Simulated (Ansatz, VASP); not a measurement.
# One calculation of HfBr, two programs

```
Hf Br
1.0
     5.62132    0.00000    0.00000
     0.00000    5.62132    0.00000
     0.00000    0.00000    5.62132
Hf Br
4 4
Direct
  0.16328 0.16328 0.16328
  0.33672 0.83672 0.66328
  0.66328 0.33672 0.83672
  0.83672 0.66328 0.33672
  0.89235 0.89235 0.89235
  0.60765 0.10765 0.39235
  0.39235 0.60765 0.10765
  0.10765 0.39235 0.60765
```

Alike in both runs: functional PBE; k mesh 8 × 8 × 8; occupations gaussian, width 0.1 eV; no spin polarisation.

Ansatz relaxed the structure, and its values are those at the end. VASP's run is a single point on that final structure, the one shown.

```csv
,VASP,Ansatz
version,VASP 6.6.1,Ansatz 0.2.0
potentials or method,"VASP PAW PBE potentials, release 64 (Hf_pv, Br), cutoff 520 eV","scalar-relativistic, plane waves, PAW"
valence electrons in the cell,68,132
```

```tsv
	VASP	Ansatz	Ansatz less VASP
gap on the k mesh at the Fermi level (eV)	none	none	-
pressure (GPa)	-0.4	0.0	+0.45
rms of the force components (eV/Å)	0.010	0.004	-0.0062
```

A gap of «none» marks a metal or a gap that the smearing closes. With one functional, cell and mesh, what is left measures potentials, basis and numerics. VASP's potentials hold 68 valence electrons a cell and Ansatz's 132, so a difference there can come from the potentials and not from the codes.

Neither program's run includes spin-orbit coupling.
